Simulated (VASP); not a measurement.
# C: single point with LDA

Crystal: C.

```
C
1.0
     1.24565    0.71917    9.94626
    -1.24565    0.71917    9.94626
     0.00000   -1.43835    9.94626
C
10
Direct
  0.02482 0.02482 0.02482
  0.97518 0.97518 0.97518
  0.10870 0.10870 0.10870
  0.89130 0.89130 0.89130
  0.15837 0.15837 0.15837
  0.84163 0.84163 0.84163
  0.37486 0.37486 0.37486
  0.62514 0.62514 0.62514
  0.42532 0.42532 0.42532
  0.57468 0.57468 0.57468
```

This cell differs from its parent crystal: strain -0.0300 x Voigt [0, 0, 1, 0, 0, 0].

```json
{
  "Program": "VASP 6.6.1",
  "Task": "single point",
  "Functional": "LDA",
  "Potentials or basis": "VASP PAW LDA potentials, release 64 (C)",
  "Cutoff": "520 eV",
  "k mesh": "12 × 12 × 12",
  "Occupations": "gaussian, width 0.05 eV",
  "Spin": "no spin polarisation"
}
```

```yaml
Pressure: 17.5 GPa
Largest_force: 0.281 eV/Å
Band_gap_on_the_k_mesh: 4.28 eV (least direct gap 5.08 eV)
```

Forces on the atoms (eV/Å):
```
C    0.000  0.000  0.190
C    0.000  0.000 -0.190
C    0.000  0.000 -0.184
C    0.000  0.000  0.184
C    0.000  0.000  0.281
C    0.000  0.000 -0.281
C    0.000  0.000 -0.225
C    0.000  0.000  0.225
C    0.000  0.000  0.227
C    0.000  0.000 -0.227
```

Stress tensor (GPa, compression positive):
```
 3.29  0.00  0.00
 0.00  3.29  0.00
 0.00  0.00 46.01
```

Levels at points of the mesh, in eV from the valence-band top:
| k point | band 17 | band 18 | band 19 | band 20 | band 21 | band 22 | band 23 | band 24 |
| --- | --- | --- | --- | --- | --- | --- | --- | --- |
| (0.00, 0.00, 0.00) | -1.54 | -0.23 | 0.00 | 0.00 | 5.08 | 5.08 | 6.28 | 6.70 |
| (0.50, 0.00, 0.00) | -4.77 | -4.71 | -3.70 | -2.95 | 4.52 | 4.53 | 6.46 | 6.53 |
| (0.50, 0.50, 0.00) | -4.33 | -4.26 | -3.54 | -3.52 | 4.28 | 5.27 | 5.31 | 6.05 |
| (0.50, 0.50, 0.50) | -0.57 | -0.57 | -0.52 | -0.52 | 5.66 | 5.66 | 5.78 | 5.78 |

Run time: 31 min on 1 thread of Intel(R) Xeon(R) 6975P-C (Granite Rapids) (shared host), peak memory 0.73 GiB.

Caveat: the cell differs from its parent crystal (strain -0.0300 x Voigt [0, 0, 1, 0, 0, 0]); the cell stands under pressure. A k mesh can miss the band edges.
